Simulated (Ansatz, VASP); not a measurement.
# Hg: VASP beside Ansatz

The input INCAR:

```
PREC     = Accurate       # precision mode
ENCUT    = 520            # plane-wave cutoff, eV
EDIFF    = 1E-6           # SCF threshold, eV
ISMEAR   = 0              # smearing method
SIGMA    = 0.15           # smearing width, eV
LREAL    = False          # projectors in reciprocal space
LASPH    = True           # aspherical terms in the spheres
NELM     = 100            # most SCF steps
ALGO     = Fast           # electronic algorithm
ISIF     = 2              # what is computed and relaxed
LWAVE    = False          # write WAVECAR
LCHARG   = True           # write CHGCAR
GGA      = PS             # functional
IVDW     = 12             # dispersion correction
LELF     = True           # ELF
LVHAR    = True         
NBANDS   = 19             # bands
```

File KPOINTS:

```
regular mesh
0
Gamma
  18 18 10
```

File POSCAR:

```
Hg
1.0
    3.2602523460      0.0000000000      0.0000000000
   -1.6301261730      2.8234613544      0.0000000000
    0.0000000000      0.0000000000      4.9206988658
Hg
2
Direct
    0.6666666667      0.3333333333      0.7500000000
    0.3333333333      0.6666666667      0.2500000000
```

Input for Ansatz:

```yaml
crystal:
  lattice:
    - [3.260252346, 0.0, 0.0]
    - [-1.630126173, 2.8234613544, 0.0]
    - [0.0, 0.0, 4.9206988658]
  atoms:
    - { symbol: Hg, position: [0.6666666667, 0.3333333333, 0.75] }
    - { symbol: Hg, position: [0.3333333333, 0.6666666667, 0.25] }
basis:
  ecutwfc: 420
kpoints:
  mp_grid: { grid: [18, 18, 10] }
hamiltonian:
  xc: pbesol
  dispersion: d3bj
scf:
  occupations: { method: gaussian, width: 0.15 }
output:
  forces: true
  stress: true
  eigenvalues: true
  write_density: true
  write_potential: true
  elf: true
  volumetric_format: npy
```

Alike in both runs: task single point; functional PBEsol; dispersion D3(BJ); k mesh 18 × 18 × 10; occupations gaussian, width 0.15 eV; no spin polarisation.

|  | VASP | Ansatz |
| --- | --- | --- |
| version | VASP 6.6.1 | Ansatz 0.2.0 |
| potentials or method | VASP PAW PBE potentials, release 64 (Hg), cutoff 520 eV | scalar-relativistic, plane waves, PAW |
| valence electrons in the cell | 24 | 40 |

```tsv
	VASP	Ansatz	Ansatz less VASP
gap on the k mesh at the Fermi level (eV)	none	none	-
pressure (GPa)	-1.0	-1.5	-0.46
traceless stress, the component that is largest in VASP (GPa)	0.02	-0.07	-0.091
```

VASP's potentials were made for PBE, not for PBEsol. A gap of «none» marks a metal or a gap that the smearing closes. VASP's potentials hold 24 valence electrons a cell and Ansatz's 40, so a difference there can come from the potentials and not from the codes.

Neither program's run includes spin-orbit coupling.
